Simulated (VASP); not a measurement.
# HgTe (Coloradoite) (F-43m) in VASP: settings compared

The runs below take HgTe (Coloradoite) through single point, with PBEsol, PBE.

Program: VASP 6.6.1. These are calculated values, not measurements. Logs are shortened: lines on timing, memory, paths and dates and some standing lists are left out, and cuts for length are marked.

## Step 1: The cell of the first run

The structure is cubic, space group F-43m (No. 216). The conventional cell has a = 6.429 Å, b = 6.429 Å, c = 6.429 Å, α = 90.00°, β = 90.00°, γ = 90.00°. Hg (site symmetry -43m) has 4 Te at 2.78 Å within 3.7 Å. Within 3.7 Å of Te (site symmetry -43m) lie 4 Hg at 2.78 Å.

## Step 2: Single point, PBEsol

The input, INCAR:

```
PREC = Accurate
ENCUT = 520
EDIFF = 1E-6
ISMEAR = -1
SIGMA = 0.05
LREAL = False
LASPH = True
NELM = 60
ALGO = Normal
ISIF = 2
LWAVE = False
LCHARG = True
GGA = PS
LELF = True
LVHAR = True
NBANDS = 16
```

The input, KPOINTS:

```
regular mesh
0
Gamma
  6 6 6
```

The input, POSCAR:

```
HgTe
1.0
    0.0000000000      3.2145000000      3.2145000000
    3.2145000000      0.0000000000      3.2145000000
    3.2145000000      3.2145000000      0.0000000000
Hg Te
1 1
Direct
    0.0000000000      0.0000000000      0.0000000000
    0.7500000000      0.7500000000      0.7500000000
```

Potentials or basis: VASP PAW PBE potentials, release 64 (Hg, Te).

On the command line:

```sh
$ cat potpaw_PBE.64/Hg/POTCAR potpaw_PBE.64/Te/POTCAR > POTCAR
$ mpirun -np 1 vasp_std > vasp.out
```

OUTCAR:

```text
PREC = Accurate
   ENCUT = 520
   EDIFF = 1E-6
   ISMEAR = -1
   LREAL = False
   LASPH = True
   NELM = 60
   ISIF = 2
   GGA = PS

 ion  position               nearest neighbor table
   1  0.000  0.000  0.000-   2 2.78   2 2.78   2 2.78   2 2.78
   2  0.750  0.750  0.750-   1 2.78   1 2.78   1 2.78   1 2.78

  LATTYP: Found a face centered cubic cell.
 ALAT       =     6.4290000000

  Lattice vectors:

 A1 = (   0.0000000000,   3.2145000000,   3.2145000000)
 A2 = (   3.2145000000,   0.0000000000,   3.2145000000)
 A3 = (   3.2145000000,   3.2145000000,   0.0000000000)

Analysis of symmetry for initial positions (statically):
=====================================================================
 Subroutine PRICEL returns:
 Original cell was already a primitive cell.

 Routine SETGRP: Setting up the symmetry group for a
 face centered cubic supercell.

 Subroutine GETGRP returns: Found 24 space group operations
 (whereof 24 operations were pure point group operations)
 out of a pool of 48 trial point group operations.

The static configuration has the point symmetry T_d .

Analysis of symmetry for dynamics (positions and initial velocities):
=====================================================================
 Subroutine PRICEL returns:
 Original cell was already a primitive cell.

 Routine SETGRP: Setting up the symmetry group for a
 face centered cubic supercell.

 Subroutine GETGRP returns: Found 24 space group operations
 (whereof 24 operations were pure point group operations)
 out of a pool of 48 trial point group operations.

The dynamic configuration has the point symmetry T_d .

 Subroutine INISYM returns: Found 24 space group operations
 (whereof 24 operations are pure point group operations),
 and found     1 'primitive' translations

----------------------------------------------------------------------------------------

                                     Primitive cell

  volume of cell :      66.4309

  direct lattice vectors                    reciprocal lattice vectors
     0.000000000  3.214500000  3.214500000    -0.155545186  0.155545186  0.155545186
     3.214500000  0.000000000  3.214500000     0.155545186 -0.155545186  0.155545186
     3.214500000  3.214500000  0.000000000     0.155545186  0.155545186 -0.155545186

  length of vectors
     4.545989496  4.545989496  4.545989496     0.269412165  0.269412165  0.269412165

  position of ions in fractional coordinates (direct lattice)
     0.000000000  0.000000000  0.000000000
     0.750000000  0.750000000  0.750000000

  ion indices of the primitive-cell ions
   primitive index   ion index
                 1           1
                 2           2

----------------------------------------------------------------------------------------

 KPOINTS: regular mesh

Automatic generation of k-mesh.
 Grid dimensions read from file:
 generate k-points for:    6    6    6

 Generating k-lattice:

  Cartesian coordinates                     Fractional coordinates (reciprocal lattice)
    -0.025924198  0.025924198  0.025924198     0.166666667  0.000000000  0.000000000
     0.025924198 -0.025924198  0.025924198     0.000000000  0.166666667  0.000000000
     0.025924198  0.025924198 -0.025924198     0.000000000  0.000000000  0.166666667

  Length of vectors
     0.044902027  0.044902027  0.044902027

  Shift w.r.t. Gamma in fractional coordinates (k-lattice)
     0.000000000  0.000000000  0.000000000

 Subroutine IBZKPT returns following result:
 ===========================================

 Found     16 irreducible k-points:

 Following reciprocal coordinates:
            Coordinates               Weight
  0.000000  0.000000  0.000000      1.000000
  0.166667  0.000000  0.000000      8.000000
  0.333333  0.000000  0.000000      8.000000
  0.500000  0.000000  0.000000      4.000000
  0.166667  0.166667  0.000000      6.000000
  0.333333  0.166667  0.000000     24.000000
[... 8 lines left out ...]
 -0.333333  0.333333  0.166667     24.000000
 -0.333333  0.500000  0.166667     12.000000
   k-points           NKPTS =     16   k-points in BZ     NKDIM =     16   number of bands    NBANDS=     16
   number of dos      NEDOS =    301   number of ions     NIONS =      2
   total plane-waves  NPLWV =  46656
   dimension x,y,z NGX =    36 NGY =   36 NGZ =   36
   dimension x,y,z NGXF=    72 NGYF=   72 NGZF=   72
   ions per type =               1   1
   NGX,Y,Z   is equivalent  to a cutoff of  13.17, 13.17, 13.17 a.u.
   NGXF,Y,Z  is equivalent  to a cutoff of  26.33, 26.33, 26.33 a.u.
 SYSTEM =  unknown system
   PREC   = accura    normal or accurate (medium, high low for compatibility)
   ISTART =      0    job   : 0-new  1-cont  2-samecut
   ICHARG =      2    charge: 1-file 2-atom 10-const
   ISPIN  =      1    spin polarized calculation?
   LNONCOLLINEAR =      F non collinear calculations
   LSORBIT =      F    spin-orbit coupling
   LASPH  =      T    aspherical Exc in radial PAW
   ENCUT  =  520.0 eV  38.22 Ry    6.18 a.u.   8.45  8.45  8.45*2*pi/ulx,y,z
   NELM   =     60;   NELMIN=  2; NELMDL= -5     # of ELM steps
   EDIFF  = 0.1E-05   stopping-criterion for ELM
   LREAL  =      F    real-space projection
   EDIFFG = 0.1E-04   stopping-criterion for IOM
   NSW    =      0    number of steps for IOM
   IBRION =     -1    ionic relax: 0-MD 1-quasi-New 2-CG
   NFREE  =      0    steps in history (QN), initial steepest desc. (CG)
   ISIF   =      2    stress and relaxation
   ISYM   =      2    0-nonsym 1-usesym 2-fastsym
   POTIM  = 0.5000    time-step for ionic-motion
   TEBEG  =    0.0;   TEEND  =   0.0 temperature during run
   PSTRESS=    0.0 pullay stress
   NELECT =      18.0000    total number of electrons
   NUPDOWN=      -1.0000    fix difference up-down
   EMIN   =  10.00;   EMAX   =-10.00  energy-range for DOS
   EFERMI =   0.00;   METHOD = LEGACY
   ISMEAR =    -1;   SIGMA  =   0.05  broadening in eV -4-tet -1-fermi 0-gaus
   EFERMI_NEDOS =   21; number of points for ismear=-14 and -15
   IALGO  =     38    algorithm
   IMIX   =      4    mixing-type and parameters
     AMIX     =   0.40;   BMIX     =  1.00
     AMIX_MAG =   1.60;   BMIX_MAG =  1.00
  volume/ion in A,a.u.               =      33.22       224.15
  Fermi-wavevector in a.u.,A,eV,Ry     =   1.059357  2.001894 15.268958  1.122237
  Thomas-Fermi vector in A             =   2.194699
   LORBIT       =      0    0 simple, 1 ext, 2 COOP (PROOUT), +10 PAW based schemes
   GGA     = PS    functional components
   LHFCALC =     F    Hartree Fock is set to
   AEXX    =    0.0000 exact exchange contribution
   IVDW    =     0    specifies the selected vdW correction
   LEPSILON=     F    determine dielectric tensor
   LRPA    =     F    only Hartree local field effects (RPA)
 non-spin polarized calculation
  energy-cutoff  :      520.00
  volume of cell :       66.43
 maximum number of plane-waves:      1820
 NGX is ok and might be reduce to    36
   NGX = 17   NGY = 17   NGZ = 17

 number of electron      18.0000000 magnetization

 Free energy of the ion-electron system (eV)
  ---------------------------------------------------
  ext. energy  EPLUGINS =         0.00000000
  ---------------------------------------------------
  free energy    TOTEN  =        -4.34820768 eV

  energy without entropy =       -4.34726319  energy(sigma->0) =       -4.34773544

 E-fermi :   3.1689     XC(G=0):  -9.0096

 val. band max:        3.1329117410   @ k =   0.0000   0.0000   0.0000
 cond. band min:       3.7656819206   @ k =   0.5000   0.0000   0.0000
 fundamental gap:      0.6327701796
 Fermi energy:         3.1689288798

 k-point     1 :       0.0000    0.0000    0.0000
  band No.  band energies     occupation
      1      -9.0103      2.00000
      2      -4.3160      2.00000
      3      -4.3160      2.00000
      4      -4.3160      2.00000
      5      -3.7609      2.00000
      6      -3.7609      2.00000
[... 8 lines left out ...]
     15      12.6919      0.00000
     16      12.6919      0.00000

 k-point     2 :       0.1667    0.0000    0.0000
  band No.  band energies     occupation
      1      -8.8715      2.00000
      2      -4.2783      2.00000
      3      -4.2783      2.00000
      4      -4.2629      2.00000
      5      -3.7642      2.00000
      6      -3.7642      2.00000
[... 8 lines left out ...]
     15      11.6301      0.00000
     16      11.6301      0.00000

 k-point     3 :       0.3333    0.0000    0.0000
  band No.  band energies     occupation
      1      -8.5723      2.00000
      2      -4.2130      2.00000
      3      -4.2130      2.00000
      4      -3.9721      2.00000
      5      -3.7547      2.00000
      6      -3.7547      2.00000
[... 8 lines left out ...]
     15      11.9556      0.00000
     16      11.9556      0.00000

 k-point     4 :       0.5000    0.0000    0.0000
  band No.  band energies     occupation
      1      -8.4110      2.00000
      2      -4.1878      2.00000
      3      -4.1878      2.00000
      4      -3.7391      2.00000
      5      -3.7391      2.00000
      6      -3.4491      2.00000
[... 8 lines left out ...]
     15      13.1488      0.00000
     16      13.1488      0.00000

 k-point     5 :       0.1667    0.1667    0.0000
  band No.  band energies     occupation
      1      -8.8246      2.00000
      2      -4.2984      2.00000
      3      -4.2398      2.00000
      4      -4.2398      2.00000
      5      -3.7865      2.00000
      6      -3.7446      2.00000
[... 8 lines left out ...]
     15      11.5092      0.00000
     16      12.8263      0.00000

 k-point     6 :       0.3333    0.1667    0.0000
  band No.  band energies     occupation
      1      -8.5757      2.00000
      2      -4.2252      2.00000
      3      -4.1635      2.00000
      4      -4.0888      2.00000
      5      -3.7714      2.00000
      6      -3.7316      2.00000
[... 8 lines left out ...]
     15      12.4122      0.00000
     16      12.8138      0.00000

 k-point     7 :       0.5000    0.1667    0.0000
  band No.  band energies     occupation
      1      -8.3615      2.00000
      2      -4.1725      2.00000
      3      -4.1311      2.00000
      4      -3.8214      2.00000
      5      -3.7339      2.00000
      6      -3.4906      2.00000
[... 8 lines left out ...]
     15      12.7050      0.00000
     16      13.2815      0.00000

 k-point     8 :      -0.3333    0.1667    0.0000
  band No.  band energies     occupation
      1      -8.4159      2.00000
      2      -4.1682      2.00000
      3      -4.1609      2.00000
      4      -3.8186      2.00000
      5      -3.7697      2.00000
      6      -3.6534      2.00000
[... 8 lines left out ...]
     15      11.8894      0.00000
     16      13.1789      0.00000

 k-point     9 :      -0.1667    0.1667    0.0000
  band No.  band energies     occupation
      1      -8.6767      2.00000
      2      -4.2343      2.00000
      3      -4.2141      2.00000
      4      -4.1497      2.00000
      5      -3.7840      2.00000
      6      -3.7394      2.00000
[... 8 lines left out ...]
     15      11.9707      0.00000
     16      12.2127      0.00000

 k-point    10 :       0.3333    0.3333    0.0000
  band No.  band energies     occupation
      1      -8.4202      2.00000
      2      -4.1940      2.00000
      3      -4.0628      2.00000
      4      -4.0628      2.00000
      5      -3.7236      2.00000
      6      -3.7118      2.00000
[... 8 lines left out ...]
     15      13.1752      0.00000
     16      14.6887      0.00000

 k-point    11 :       0.5000    0.3333    0.0000
  band No.  band energies     occupation
      1      -8.2562      2.00000
      2      -4.1363      2.00000
      3      -4.0146      2.00000
      4      -3.9525      2.00000
      5      -3.7143      2.00000
      6      -3.4214      2.00000
[... 8 lines left out ...]
     15      13.5415      0.00000
     16      14.4847      0.00000

 k-point    12 :      -0.3333    0.3333    0.0000
  band No.  band energies     occupation
      1      -8.2557      2.00000
      2      -4.1327      2.00000
      3      -4.0600      2.00000
      4      -3.8261      2.00000
      5      -3.7532      2.00000
      6      -3.3174      2.00000
[... 8 lines left out ...]
     15      12.1358      0.00000
     16      14.8469      0.00000

 k-point    13 :       0.5000    0.5000    0.0000
  band No.  band energies     occupation
      1      -8.2002      2.00000
      2      -4.1487      2.00000
      3      -3.9581      2.00000
      4      -3.9581      2.00000
      5      -3.6953      2.00000
      6      -3.2937      2.00000
[... 8 lines left out ...]
     15      13.4194      0.00000
     16      14.5672      0.00000

 k-point    14 :       0.5000    0.3333    0.1667
  band No.  band energies     occupation
      1      -8.3650      2.00000
      2      -4.1430      2.00000
      3      -4.1106      2.00000
      4      -3.9318      2.00000
      5      -3.7367      2.00000
      6      -3.6212      2.00000
[... 8 lines left out ...]
     15      13.3405      0.00000
     16      14.1424      0.00000

 k-point    15 :      -0.3333    0.3333    0.1667
  band No.  band energies     occupation
      1      -8.2557      2.00000
      2      -4.1167      2.00000
      3      -4.0762      2.00000
      4      -3.8152      2.00000
      5      -3.7745      2.00000
      6      -3.2894      2.00000
[... 8 lines left out ...]
     15      13.4180      0.00000
     16      14.1520      0.00000

 k-point    16 :      -0.3333    0.5000    0.1667
  band No.  band energies     occupation
      1      -8.2013      2.00000
      2      -4.1002      2.00000
      3      -4.0172      2.00000
      4      -3.8912      2.00000
      5      -3.7443      2.00000
      6      -3.1579      2.00000
[... 8 lines left out ...]
     15      14.0321      0.00000
     16      14.3064      0.00000

------------------------ aborting loop because EDIFF is reached ----------------------------------------

  FORCE on cell =-STRESS in cart. coord.  units (eV):
  Direction    XX          YY          ZZ          XY          YZ          ZX
  --------------------------------------------------------------------------------------
  -------------------------------------------------------------------------------------
  Total        0.8015987      0.8015987      0.8015987      0.0000000     -0.0000000      0.0000000
  in kB       19.3329135     19.3329135     19.3329135      0.0000000     -0.0000000      0.0000000
  external PRESSURE =      19.3329135 kB  Pullay stress =       0.0000000 kB

 VOLUME and BASIS-vectors are now :
 -----------------------------------------------------------------------------
  energy-cutoff  :      520.00
  volume of cell :       66.43
      direct lattice vectors                 reciprocal lattice vectors
     0.000000000  3.214500000  3.214500000    -0.155545186  0.155545186  0.155545186
     3.214500000  0.000000000  3.214500000     0.155545186 -0.155545186  0.155545186
     3.214500000  3.214500000  0.000000000     0.155545186  0.155545186 -0.155545186

 POSITION                                       TOTAL-FORCE (eV/Angst)
 -----------------------------------------------------------------------------------
      0.00000      0.00000      0.00000        -0.000000      0.000000      0.000000
      4.82175      4.82175      4.82175         0.000000     -0.000000     -0.000000
 -----------------------------------------------------------------------------------
    total drift:                                0.000000      0.000000      0.000000

  FREE ENERGIE OF THE ION-ELECTRON SYSTEM (eV)
  ---------------------------------------------------
  free  energy   TOTEN  =        -4.3482076799 eV

  energy  without entropy=       -4.3472631925  energy(sigma->0) =       -4.34773544
```

Wall time 16 s (1 thread of Intel Xeon Platinum 8375C at 2.90GHz (Ice Lake), shared host); peak memory 0.21 GiB.

What came out:

```
Free energy            : -4.3482 eV
Pressure               : 1.9 GPa
Band gap on the k mesh : zero (filled and empty bands touch)
```

Levels at points of the mesh, in eV from the Fermi level:
| k point | band 7 | band 8 | band 9 | band 10 | band 11 | band 12 |
| --- | --- | --- | --- | --- | --- | --- |
| (0.00, 0.00, 0.00) | -0.80 | -0.04 | -0.04 | -0.04 | 4.11 | 4.11 |
| (0.50, 0.00, 0.00) | -5.69 | -1.07 | -1.07 | 0.60 | 4.92 | 4.92 |
| (0.50, 0.50, 0.00) | -5.60 | -2.40 | -2.40 | 1.79 | 2.29 | 8.13 |

Caveat: the PAW data sets were made with another functional, which shifts forces and pressure a little; spin-orbit coupling is left out, which moves the levels of the heavy elements.

(Part 1 of 2 ends here.)
